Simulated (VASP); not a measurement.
A run of VASP 6.6.1 is set up as follows.

Contents of INCAR:

```
PREC = Accurate
ENCUT = 520
EDIFF = 1E-6
ISMEAR = -1
SIGMA = 0.04
LREAL = F
LASPH = T
NELM = 60
ALGO = Normal
ISIF = 2
LWAVE = F
LCHARG = F
GGA = PE
NBANDS = 27
```

KPOINTS

```
Automatic mesh
0
Gamma
  6 6 6
```

Contents of POSCAR:

```
InSe
1.0
    2.0000000000      1.1547005384      8.4400000000
   -2.0000000000      1.1547005384      8.4400000000
    0.0000000000     -2.3094010768      8.4400000000
In Se
2 2
Direct
    0.8886000000      0.8886000000      0.8886000000
    0.0000000000      0.0000000000      0.0000000000
    0.1719000000      0.1719000000      0.1719000000
    0.3835000000      0.3835000000      0.3835000000
```

Potentials or basis: VASP PAW PBE potentials, release 64 (In_d, Se).

The run is started by

```console
$ cat potpaw_PBE.64/In_d/POTCAR potpaw_PBE.64/Se/POTCAR > POTCAR
$ mpirun -np 1 vasp_std > vasp.out
```

Task: Predict the band gap on the k mesh.

Result: 0.43 eV, direct.

Task: What does it give for the pressure?

Result: 2.8 GPa.

Forces in eV/Å, atoms in the order of the input:
```
In   0.000  0.000  0.379
In   0.000  0.000 -0.363
Se   0.000  0.000 -0.273
Se   0.000  0.000  0.257
```

Caveat: spin-orbit coupling is left out, which moves the levels of the heavy elements.

**What was measured.**

From “The Interaction of Hydrogen with the van der Waals Crystal γ-InSe”, 2020, pmc:7321205, for a bulk crystal of InSe at 300 K: band gap 1.25 eV.

Measured gap of InSe: 1.25 eV (300 K; “The Interaction of Hydrogen with the van der Waals Crystal γ-InSe”, 2020, pmc:7321205). This calculation gives 0.43 eV (-0.82 eV). Spin-orbit coupling on In, Se is left out. The value is that of PBE on a finite k mesh, which can miss the band edges, without temperature or zero-point motion. Semilocal functionals fall short of measured gaps as a rule.
